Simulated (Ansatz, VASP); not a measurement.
## Two plane-wave programs on ZrGaH4

```xyz
6
Lattice="3.7894 0.0000 0.0000 0.0000 3.7894 0.0000 0.0000 0.0000 5.3590" Properties=species:S:1:pos:R:3 pbc="T T T"
Zr    1.8947    1.8947    2.6795
Ga    0.0000    0.0000    0.0000
H     1.8947    0.0000    1.3397
H     0.0000    1.8947    4.0192
H     1.8947    0.0000    4.0192
H     0.0000    1.8947    1.3397
```

Alike in both runs: task relaxation of cell and atoms; functional PBE; k mesh 4 × 4 × 4; occupations gaussian, width 0.1 eV; no spin polarisation.

```csv
,VASP,Ansatz
version,VASP 6.6.1,Ansatz 0.2.0
potentials or method,"VASP PAW PBE potentials, release 64 (Zr_sv, Ga_d, H), cutoff 600 eV","scalar-relativistic, plane waves, PAW"
valence electrons in the cell,29,29
```

```tsv
	VASP	Ansatz	Ansatz less VASP
gap on the k mesh at the Fermi level, each at its own relaxed structure (eV)	none	none	-
relaxed volume (Å³/atom)	9.13	9.12	-0.008
relaxed length of the cell vector where the two differ most in proportion (Å)	4.532	4.545	+0.0131
```

A gap of «none» marks a metal or a gap that the smearing closes.

The k mesh is coarse, so the values compare programs but aren't converged. Noted on VASP's run: the volume moved by over 15 % at a fixed basis, so the end points are rough.
